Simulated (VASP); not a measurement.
# InSe (R3m) in VASP: a series of runs, part 2 of 2

VASP 6.6.1.

### 3 Single point, PBEsol

This run uses another cell than the first one, of 29.53 Å³/atom.

Contents of INCAR:

```
  PREC = Accurate
  ENCUT = 500
  EDIFF = 1E-6
  ISMEAR = -1
  SIGMA = 0.02
  LREAL = F
  LASPH = T
  NELM = 120
  ALGO = Normal
  ISIF = 2
  LWAVE = F
  LCHARG = F
  GGA = PS
  NBANDS = 27
  GGA_COMPAT = F
```

Contents of KPOINTS:

```
Automatic mesh
0
Gamma
  6 6 6
```

Contents of POSCAR:

```
InSe
1.0
    2.0000000000      1.1547010000      8.5244000000
   -2.0000000000      1.1547010000      8.5244000000
    0.0000000000     -2.3094010000      8.5244000000
In Se
2 2
Direct
    0.0000000000      0.0000000000      0.0000000000
    0.1114000000      0.1114000000      0.1114000000
    0.6165000000      0.6165000000      0.6165000000
    0.8281000000      0.8281000000      0.8281000000
```

Potentials or basis: VASP PAW PBE potentials, release 64 (In_d, Se).

The run is started by

```sh
cat potpaw_PBE.64/In_d/POTCAR potpaw_PBE.64/Se/POTCAR > POTCAR
mpirun -np 1 vasp_std > vasp.out
```

OUTCAR:

```text
PREC = Accurate
   ENCUT = 500
   EDIFF = 1E-6
   ISMEAR = -1
   LREAL = F
   LASPH = T
   NELM = 120
   ISIF = 2
   GGA = PS

 ion  position               nearest neighbor table
   1  0.000  0.000  0.000-   3 2.64   3 2.64   3 2.64   2 2.85
   2  0.111  0.111  0.111-   4 2.64   4 2.64   4 2.64   1 2.85
   3  0.617  0.617  0.617-   1 2.64   1 2.64   1 2.64
   4  0.828  0.828  0.828-   2 2.64   2 2.64   2 2.64

  LATTYP: Found a trigonal (rhomboedric) cell.
 ALAT       =     8.8316889528
 COS(alpha) =     0.8974342091

  Lattice vectors:

 A1 = (   2.0000000000,   1.1547010000,   8.5244000000)
 A2 = (  -2.0000000000,   1.1547010000,   8.5244000000)
 A3 = (   0.0000000000,  -2.3094010000,   8.5244000000)

Analysis of symmetry for initial positions (statically):
=====================================================================
 Subroutine PRICEL returns:
 Original cell was already a primitive cell.

 Routine SETGRP: Setting up the symmetry group for a
 trigonal (rhombohedral) supercell.

 Subroutine GETGRP returns: Found  6 space group operations
 (whereof  6 operations were pure point group operations)
 out of a pool of 12 trial point group operations.

The static configuration has the point symmetry C_3v.

Analysis of symmetry for dynamics (positions and initial velocities):
=====================================================================
 Subroutine PRICEL returns:
 Original cell was already a primitive cell.

 Routine SETGRP: Setting up the symmetry group for a
 trigonal (rhombohedral) supercell.

 Subroutine GETGRP returns: Found  6 space group operations
 (whereof  6 operations were pure point group operations)
 out of a pool of 12 trial point group operations.

The dynamic configuration has the point symmetry C_3v.

 Subroutine INISYM returns: Found  6 space group operations
 (whereof  6 operations are pure point group operations),
 and found     1 'primitive' translations

----------------------------------------------------------------------------------------

                                     Primitive cell

  volume of cell :     118.1176

  direct lattice vectors                    reciprocal lattice vectors
     2.000000000  1.154701000  8.524400000     0.250000000  0.144337551  0.039103431
    -2.000000000  1.154701000  8.524400000    -0.250000000  0.144337551  0.039103431
     0.000000000 -2.309401000  8.524400000     0.000000000 -0.288675103  0.039103448

  length of vectors
     8.831688953  8.831688953  8.831688872     0.291311529  0.291311529  0.291311508

  position of ions in fractional coordinates (direct lattice)
     0.000000000  0.000000000  0.000000000
     0.111400000  0.111400000  0.111400000
     0.616500000  0.616500000  0.616500000
     0.828100000  0.828100000  0.828100000

  ion indices of the primitive-cell ions
   primitive index   ion index
                 1           1
                 2           2
                 3           3
                 4           4

----------------------------------------------------------------------------------------

 KPOINTS: Automatic mesh

Automatic generation of k-mesh.
 Grid dimensions read from file:
 generate k-points for:    6    6    6

 Generating k-lattice:

  Cartesian coordinates                     Fractional coordinates (reciprocal lattice)
     0.041666667  0.024056259  0.006517238     0.166666667  0.000000000  0.000000000
    -0.041666667  0.024056259  0.006517238     0.000000000  0.166666667  0.000000000
     0.000000000 -0.048112517  0.006517241     0.000000000  0.000000000  0.166666667

  Length of vectors
     0.048551922  0.048551922  0.048551918

  Shift w.r.t. Gamma in fractional coordinates (k-lattice)
     0.000000000  0.000000000  0.000000000

 Subroutine IBZKPT returns following result:
 ===========================================

 Found     32 irreducible k-points:

 Following reciprocal coordinates:
            Coordinates               Weight
  0.000000  0.000000  0.000000      1.000000
  0.166667  0.000000  0.000000      6.000000
  0.333333  0.000000 -0.000000      6.000000
  0.500000  0.000000  0.000000      3.000000
  0.166667  0.166667 -0.000000      6.000000
  0.333333  0.166667 -0.000000     12.000000
[... 16 lines left out ...]
  0.500000  0.500000  0.166667      6.000000
 -0.333333  0.500000  0.166667     12.000000
 [... further k-points ...]
   k-points           NKPTS =     32   k-points in BZ     NKDIM =     32   number of bands    NBANDS=     27
   number of dos      NEDOS =    301   number of ions     NIONS =      4
   total plane-waves  NPLWV = 262144
   dimension x,y,z NGX =    64 NGY =   64 NGZ =   64
   dimension x,y,z NGXF=   128 NGYF=  128 NGZF=  128
   ions per type =               2   2
   NGX,Y,Z   is equivalent  to a cutoff of  12.05, 12.05, 12.05 a.u.
   NGXF,Y,Z  is equivalent  to a cutoff of  24.09, 24.09, 24.09 a.u.
 SYSTEM =  unknown system
   PREC   = accura    normal or accurate (medium, high low for compatibility)
   ISTART =      0    job   : 0-new  1-cont  2-samecut
   ICHARG =      2    charge: 1-file 2-atom 10-const
   ISPIN  =      1    spin polarized calculation?
   LNONCOLLINEAR =      F non collinear calculations
   LSORBIT =      F    spin-orbit coupling
   LASPH  =      T    aspherical Exc in radial PAW
   ENCUT  =  500.0 eV  36.75 Ry    6.06 a.u.  16.10 16.10 16.10*2*pi/ulx,y,z
   NELM   =    120;   NELMIN=  2; NELMDL= -5     # of ELM steps
   EDIFF  = 0.1E-05   stopping-criterion for ELM
   LREAL  =      F    real-space projection
   EDIFFG = 0.1E-04   stopping-criterion for IOM
   NSW    =      0    number of steps for IOM
   IBRION =     -1    ionic relax: 0-MD 1-quasi-New 2-CG
   NFREE  =      0    steps in history (QN), initial steepest desc. (CG)
   ISIF   =      2    stress and relaxation
   ISYM   =      2    0-nonsym 1-usesym 2-fastsym
   POTIM  = 0.5000    time-step for ionic-motion
   TEBEG  =    0.0;   TEEND  =   0.0 temperature during run
   PSTRESS=    0.0 pullay stress
   NELECT =      38.0000    total number of electrons
   NUPDOWN=      -1.0000    fix difference up-down
   EMIN   =  10.00;   EMAX   =-10.00  energy-range for DOS
   EFERMI =   0.00;   METHOD = LEGACY
   ISMEAR =    -1;   SIGMA  =   0.02  broadening in eV -4-tet -1-fermi 0-gaus
   EFERMI_NEDOS =   21; number of points for ismear=-14 and -15
   IALGO  =     38    algorithm
   IMIX   =      4    mixing-type and parameters
     AMIX     =   0.40;   BMIX     =  1.00
     AMIX_MAG =   1.60;   BMIX_MAG =  1.00
  volume/ion in A,a.u.               =      29.53       199.27
  Fermi-wavevector in a.u.,A,eV,Ry     =   1.121755  2.119809 17.120666  1.258333
  Thomas-Fermi vector in A             =   2.258410
   LORBIT       =      0    0 simple, 1 ext, 2 COOP (PROOUT), +10 PAW based schemes
   GGA     = PS    functional components
   LHFCALC =     F    Hartree Fock is set to
   AEXX    =    0.0000 exact exchange contribution
   IVDW    =     0    specifies the selected vdW correction
   LEPSILON=     F    determine dielectric tensor
   LRPA    =     F    only Hartree local field effects (RPA)
 non-spin polarized calculation
  energy-cutoff  :      500.00
  volume of cell :      118.12
 maximum number of plane-waves:      3043
   NGX = 33   NGY = 33   NGZ = 33

 number of electron      38.0000005 magnetization

 Free energy of the ion-electron system (eV)
  ---------------------------------------------------
  ext. energy  EPLUGINS =         0.00000000
  ---------------------------------------------------
  free energy    TOTEN  =       -15.57930970 eV

  energy without entropy =      -15.57930933  energy(sigma->0) =      -15.57930952

 E-fermi :   4.0189     XC(G=0):  -9.0530

 val. band max:        3.8347595669   @ k =   0.5000   0.5000   0.5000
 cond. band min:       4.2030557294   @ k =   0.5000   0.5000   0.5000
 fundamental gap:      0.3682961625
 Fermi energy:         4.0189086990

 k-point     1 :       0.0000    0.0000    0.0000
  band No.  band energies     occupation
      1     -10.8016      2.00000
      2     -10.6445      2.00000
      3     -10.6445      2.00000
      4     -10.5787      2.00000
      5     -10.5787      2.00000
      6     -10.5505      2.00000
[... 19 lines left out ...]
     26       9.3181      0.00000
     27      11.2975      0.00000
[... 661 lines left out ...]
 k-point    24 :      -0.3333    0.5000    0.1667
  band No.  band energies     occupation
      1     -10.9730      2.00000
      2     -10.8994      2.00000
      3     -10.7309      2.00000
      4     -10.6460      2.00000
      5     -10.5655      2.00000
      6     -10.5151      2.00000
[... 19 lines left out ...]
     26      10.9150      0.00000
     27      11.3071      0.00000

 [... further k-points ...]
[... 5 lines left out ...]
  --------------------------------------------------------------------------------------
  -------------------------------------------------------------------------------------
  Total        0.2311153      0.2311154     -0.9347361      0.0000000     -0.0000000      0.0000000
  in kB        3.1349086      3.1349093    -12.6790027      0.0000000     -0.0000005      0.0000000
  external PRESSURE =      -2.1363949 kB  Pullay stress =       0.0000000 kB

 VOLUME and BASIS-vectors are now :
 -----------------------------------------------------------------------------
  energy-cutoff  :      500.00
  volume of cell :      118.12
      direct lattice vectors                 reciprocal lattice vectors
     2.000000000  1.154701000  8.524400000     0.250000000  0.144337551  0.039103431
    -2.000000000  1.154701000  8.524400000    -0.250000000  0.144337551  0.039103431
     0.000000000 -2.309401000  8.524400000     0.000000000 -0.288675103  0.039103448

 POSITION                                       TOTAL-FORCE (eV/Angst)
 -----------------------------------------------------------------------------------
      0.00000      0.00000      0.00000         0.000000      0.000000      0.332197
      0.00000      0.00000      2.84885         0.000000     -0.000000     -0.349907
      0.00000      0.00000     15.76588         0.000000     -0.000000     -0.007014
      0.00000      0.00000     21.17717         0.000000      0.000000      0.024724
 -----------------------------------------------------------------------------------
    total drift:                               -0.000000     -0.000005      0.000637

  FREE ENERGIE OF THE ION-ELECTRON SYSTEM (eV)
  ---------------------------------------------------
  free  energy   TOTEN  =       -15.5793097046 eV

  energy  without entropy=      -15.5793093255  energy(sigma->0) =      -15.57930952
```

OSZICAR:

```text
N       E                     dE             d eps       ncg     rms          rms(c)
DAV:   1     0.329093880843E+03    0.32909E+03   -0.16848E+04  1728   0.150E+03
DAV:   2     0.226311662285E+02   -0.30646E+03   -0.29778E+03  1747   0.373E+02
DAV:   3    -0.143535364519E+02   -0.36985E+02   -0.36297E+02  2190   0.141E+02
DAV:   4    -0.159745218293E+02   -0.16210E+01   -0.16163E+01  2056   0.307E+01
DAV:   5    -0.160426478814E+02   -0.68126E-01   -0.68116E-01  2687   0.600E+00    0.643E+00
DAV:   6    -0.156124480338E+02    0.43020E+00   -0.82096E-01  2458   0.156E+01    0.388E+00
DAV:   7    -0.155826142431E+02    0.29834E-01   -0.31678E-01  2412   0.429E+00    0.112E+00
DAV:   8    -0.155791149927E+02    0.34993E-02   -0.29016E-02  2633   0.186E+00    0.533E-01
DAV:   9    -0.155792292806E+02   -0.11429E-03   -0.47029E-03  2198   0.512E-01    0.137E-01
DAV:  10    -0.155792538434E+02   -0.24563E-04   -0.31111E-04  2381   0.129E-01    0.687E-02
DAV:  11    -0.155793105095E+02   -0.56666E-04   -0.10811E-04  2213   0.983E-02    0.187E-02
DAV:  12    -0.155793069606E+02    0.35490E-05   -0.14355E-05  2677   0.443E-02    0.138E-02
DAV:  13    -0.155793091787E+02   -0.22181E-05   -0.33537E-06  1640   0.103E-02    0.690E-03
DAV:  14    -0.155793097046E+02   -0.52600E-06   -0.14487E-06  1554   0.159E-02
   1 F= -.15579310E+02 E0= -.15579310E+02  d E =-.379181E-06
```

Wall time 4.1 min (1 thread of Intel Xeon Platinum 8488C (Sapphire Rapids), shared host); peak memory 0.55 GiB.

Results:

```yaml
Free_energy: -15.5793 eV
Pressure: -0.2 GPa
Largest_force: 0.350 eV/Å
Band_gap_on_the_k_mesh: 0.37 eV
```

Forces in eV/Å, atoms in the order of the input:
```
In   0.000  0.000  0.332
In   0.000  0.000 -0.350
Se   0.000  0.000 -0.007
Se   0.000  0.000  0.025
```

Levels at points of the mesh, in eV from the valence-band top:
| k point | band 16 | band 17 | band 18 | band 19 | band 20 | band 21 | band 22 | band 23 |
| --- | --- | --- | --- | --- | --- | --- | --- | --- |
| (0.00, 0.00, 0.00) | -1.23 | -1.23 | -1.14 | -1.14 | 1.66 | 2.03 | 4.44 | 4.44 |
| (0.50, 0.00, 0.00) | -2.35 | -2.27 | -2.17 | -1.64 | 1.18 | 1.91 | 3.54 | 3.91 |
| (0.50, 0.50, 0.00) | -2.62 | -2.42 | -2.00 | -1.47 | 1.13 | 1.94 | 3.21 | 3.57 |
| (0.50, 0.50, 0.50) | -1.30 | -1.07 | -1.07 | 0.00 | 0.37 | 2.12 | 4.36 | 4.36 |

Caveat: the PAW data sets were made with another functional, which shifts forces and pressure a little; spin-orbit coupling is left out, which moves the levels of the heavy elements.

### 4 Single point, PBEsol

This run uses another cell than the first one, of 29.82 Å³/atom.

Contents of INCAR:

```
PREC     = Accurate       # precision mode
ENCUT    = 500            # plane-wave cutoff, eV
EDIFF    = 1E-6           # SCF threshold, eV
ISMEAR   = -1             # smearing method
SIGMA    = 0.02           # smearing width, eV
LREAL    = F              # projectors in reciprocal space
LASPH    = T              # aspherical terms in the spheres
NELM     = 120            # most SCF steps
ALGO     = Normal         # electronic algorithm
ISIF     = 2              # what is computed and relaxed
LWAVE    = F              # write WAVECAR
LCHARG   = F              # write CHGCAR
GGA      = PS             # functional
NBANDS   = 27             # bands
GGA_COMPAT= F
```

Contents of KPOINTS:

```
regular mesh
0
Gamma
  6 6 6
```

Contents of POSCAR:

```
InSe
1.0
    2.0000000000      1.1547010000      8.6088000000
   -2.0000000000      1.1547010000      8.6088000000
    0.0000000000     -2.3094010000      8.6088000000
In Se
2 2
Direct
    0.0000000000      0.0000000000      0.0000000000
    0.1114000000      0.1114000000      0.1114000000
    0.6165000000      0.6165000000      0.6165000000
    0.8281000000      0.8281000000      0.8281000000
```

The run is started by

```sh
cat potpaw_PBE.64/In_d/POTCAR potpaw_PBE.64/Se/POTCAR > POTCAR
mpirun -np 1 vasp_std > vasp.out
```

Wall time 5.8 min (1 thread of Intel Xeon Platinum 8488C (Sapphire Rapids), shared host); peak memory 0.67 GiB.

It converged, with:

| Property | Result |
| --- | --- |
| Free energy | -15.5675 eV |
| Pressure | -0.6 GPa |
| Largest force | 0.372 eV/Å |
| Band gap on the k mesh | 0.41 eV |

Forces on the atoms (eV/Å):
```
In   0.000  0.000  0.354
In   0.000  0.000 -0.372
Se   0.000  0.000  0.074
Se   0.000  0.000 -0.056
```

Stress tensor (GPa, compression positive):
```
 0.05  0.00  0.00
 0.00  0.05  0.00
 0.00  0.00 -2.03
```

Levels at points of the mesh, in eV from the valence-band top:
| k point | band 17 | band 18 | band 19 | band 20 | band 21 | band 22 |
| --- | --- | --- | --- | --- | --- | --- |
| (0.00, 0.00, 0.00) | -1.15 | -1.07 | -1.07 | 1.69 | 2.08 | 4.52 |
| (0.50, 0.00, 0.00) | -2.18 | -2.09 | -1.59 | 1.22 | 1.92 | 3.53 |
| (0.50, 0.50, 0.00) | -2.33 | -1.92 | -1.42 | 1.15 | 1.97 | 3.22 |
| (0.50, 0.50, 0.50) | -1.00 | -1.00 | 0.00 | 0.41 | 2.19 | 4.45 |

Caveat: the PAW data sets were made with another functional, which shifts forces and pressure a little; spin-orbit coupling is left out, which moves the levels of the heavy elements.

### 5 Overview

```tsv
cell	gap on the mesh (eV)	pressure (GPa)	largest force (eV/Å)
a = 8.750 Å, angles 26.4°, 4 atoms	0.33	0.2	0.32
a = 8.832 Å, angles 26.2°, 4 atoms	0.37	-0.2	0.35
a = 8.913 Å, angles 25.9°, 4 atoms	0.41	-0.6	0.37
```

Alike in all rows: task single point; level PBEsol; potentials or basis VASP PAW PBE potentials, release 64 (In_d, Se); no spin polarisation; k mesh 6 × 6 × 6; cutoff (eV) 500; smearing fermi-dirac 0.02 eV.

Caveats: the PAW data sets were made with another functional, which shifts forces and pressure a little; spin-orbit coupling is left out, which moves the levels of the heavy elements.

Total energies depend on the potentials used, so only differences within one code and one set of settings carry meaning.

### 6 Comparison with measurements

Step 2. Against the measured gap of InSe, 1.25 eV (300 K; “The Interaction of Hydrogen with the van der Waals Crystal γ-InSe”, 2020, pmc:7321205), the calculated 0.33 eV is off by -0.92 eV. Spin-orbit coupling on In, Se is left out. The value is that of PBEsol on a finite k mesh, which can miss the band edges, without temperature or zero-point motion. Semilocal functionals fall short of measured gaps as a rule.

Step 3. A measured gap of InSe is 1.25 eV (300 K; “The Interaction of Hydrogen with the van der Waals Crystal γ-InSe”, 2020, pmc:7321205); the calculated 0.37 eV misses it by -0.88 eV. Spin-orbit coupling on In, Se is left out. The value is that of PBEsol on a finite k mesh, which can miss the band edges, without temperature or zero-point motion. Semilocal functionals fall short of measured gaps as a rule.

Step 4. A measured gap of InSe is 1.25 eV (300 K; “The Interaction of Hydrogen with the van der Waals Crystal γ-InSe”, 2020, pmc:7321205); the calculated 0.41 eV misses it by -0.84 eV. Spin-orbit coupling on In, Se is left out. The value is that of PBEsol on a finite k mesh, which can miss the band edges, without temperature or zero-point motion. Semilocal functionals fall short of measured gaps as a rule.
